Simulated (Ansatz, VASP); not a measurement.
# Al3Ru2: VASP beside Ansatz

```
CELL_PARAMETERS angstrom
-1.53890 1.53890 7.14310
1.53890 -1.53890 7.14310
1.53890 1.53890 -7.14310
ATOMIC_POSITIONS crystal
Al 0.00000 0.00000 0.00000
Al 0.80618 0.80618 0.00000
Al 0.19382 0.19382 0.00000
Ru 0.60587 0.60587 0.00000
Ru 0.39413 0.39413 0.00000
```

Alike in both runs: task single point; functional r2SCAN; k mesh 8 × 8 × 8; occupations gaussian, width 0.1 eV; no spin polarisation.

|  | VASP | Ansatz |
| --- | --- | --- |
| version | VASP 6.6.1 | Ansatz 0.2.0 |
| potentials or method | VASP PAW PBE potentials, release 64 (Al, Ru_pv), cutoff 520 eV | scalar-relativistic, plane waves, PAW |
| valence electrons in the cell | 37 | 41 |

|  | VASP | Ansatz | Ansatz less VASP |
| --- | --- | --- | --- |
| gap on the k mesh at the Fermi level (eV) | none | none | - |
| pressure (GPa) | -0.3 | -0.2 | +0.03 |
| traceless stress, the component that is largest in VASP (GPa) | -0.61 | -0.54 | +0.066 |
| rms of the force components (eV/Å) | 0.034 | 0.037 | +0.0039 |

VASP's potentials were made for PBE, not for r2SCAN. Atom by atom the forces differ by 0.008 eV/Å (rms over components). A gap of «none» marks a metal or a gap that the smearing closes. VASP's potentials hold 37 valence electrons a cell and Ansatz's 41, so a difference there can come from the potentials and not from the codes.

The k mesh is coarse, so the values compare programs but aren't converged.
